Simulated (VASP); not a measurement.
# SrO: single point with PBE

Crystal: SrO.

```
CELL_PARAMETERS angstrom
3.05026 0.00000 0.00000
0.00000 3.05026 0.00000
0.00000 0.00000 3.05026
ATOMIC_POSITIONS crystal
Sr 0.00000 0.00000 0.00000
O 0.50000 0.50000 0.50000
```

This cell differs from its parent crystal: volume changed by -5%.

```json
{
  "Program": "VASP 6.6.1",
  "Task": "single point",
  "Functional": "PBE",
  "Potentials or basis": "VASP PAW PBE potentials, release 64 (Sr_sv, O)",
  "Cutoff": "520 eV",
  "k mesh": "6 × 6 × 6",
  "Occupations": "gaussian, width 0.01 eV",
  "Spin": "no spin polarisation",
  "Dipole correction": "no",
  "Further INCAR settings": "ALGO = Normal; EDIFF = 1e-06; NBANDS = 15"
}
```

- Pressure: 9.6 GPa
- Band gap on the k mesh: 2.73 eV, indirect (least direct gap 2.76 eV)

Levels at points of the mesh, in eV from the valence-band top:
| k point | band 5 | band 6 | band 7 | band 8 | band 9 | band 10 | band 11 | band 12 |
| --- | --- | --- | --- | --- | --- | --- | --- | --- |
| (0.00, 0.00, 0.00) | -14.84 | -0.03 | -0.03 | -0.03 | 2.73 | 2.73 | 5.30 | 10.97 |
| (0.50, 0.00, 0.00) | -13.73 | -3.07 | -0.71 | -0.71 | 3.95 | 7.79 | 9.74 | 9.74 |
| (0.50, 0.50, 0.00) | -14.41 | -1.20 | -1.20 | 0.00 | 4.35 | 4.76 | 7.80 | 7.80 |
| (0.50, 0.50, 0.50) | -15.03 | -3.17 | -3.17 | -3.17 | 8.70 | 8.70 | 8.70 | 13.93 |

It took 14 s on 1 thread of Intel Xeon 8259CL, on a shared host, peak memory 0.14 GiB.

 A k mesh can miss the band edges.
